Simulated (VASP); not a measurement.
Set up this calculation in VASP 6.6.1, as the native input.

```
Task                   : relaxation of cell and atoms
Functional             : PBE
Potentials or basis    : VASP PAW PBE potentials, release 64 (B, Se)
Cutoff                 : 600 eV
k mesh                 : 15 × 15 × 4
Occupations            : gaussian, width 0.1 eV
Spin                   : no spin polarisation
Dipole correction      : no
Further INCAR settings : ALGO = Normal; EDIFF = 1e-06; IBRION = 2; EDIFFG = -0.01; NSW = 100; ISIF = 3
```

The structure of BSe lies in POSCAR:

```
BSe
1.0
    3.3168549739      0.0000000000      0.0000000000
   -1.6584274870      2.8724806681      0.0000000000
    0.0000000000      0.0000000000     11.1550000177
B Se
4 4
Direct
    0.6666666667      0.3333333333      0.1190867747
    0.6666666667      0.3333333333      0.3809132253
    0.3333333333      0.6666666667      0.6190867747
    0.3333333333      0.6666666667      0.8809132253
    0.0000000000      0.0000000000      0.0000000000
    0.3333333333      0.6666666667      0.2500000000
    0.0000000000      0.0000000000      0.5000000000
    0.6666666667      0.3333333333      0.7500000000
```

One way to write it, as run:

INCAR

```
SYSTEM = BSe
  PREC = Accurate
  ENCUT = 600
  EDIFF = 1E-6
  ISMEAR = 0
  SIGMA = 0.1
  LREAL = .FALSE.
  LASPH = .TRUE.
  NELM = 60
  ALGO = Normal
  ISIF = 3
  LWAVE = .FALSE.
  LCHARG = .FALSE.
  GGA = PE
  IBRION = 2
  NSW = 100
  EDIFFG = -0.01
```

KPOINTS

```
Automatic mesh
0
G
  15 15 4
  0 0 0
```

Potentials or basis: VASP PAW PBE potentials, release 64 (B, Se).

Launch:

```bash
$ cat potpaw_PBE.64/B/POTCAR potpaw_PBE.64/Se/POTCAR > POTCAR
$ mpirun -np 1 vasp_std > vasp.out
```

It gave:

The relaxed volume is 13.23 Å³/atom, the relaxed cell is a = 3.304 Å, b = 3.304 Å, c = 11.199 Å, α = 90.00°, β = 90.00°, γ = 120.00° and the space group after relaxing (to 0.1 Å) is P6_3/mmc (No. 194). The energy gained by relaxing is 0.4 meV/atom. The ionic steps are 4, the pressure after relaxing is 0.0 GPa and the largest force after relaxing is 0.010 eV/Å. The band gap on the k mesh is zero (bands 18 and 19 overlap by 2.58 eV).

It took 6 min on 1 thread of Intel(R) Xeon(R) Platinum 8488C (Sapphire Rapids), on a shared host, peak memory 0.4 GiB.
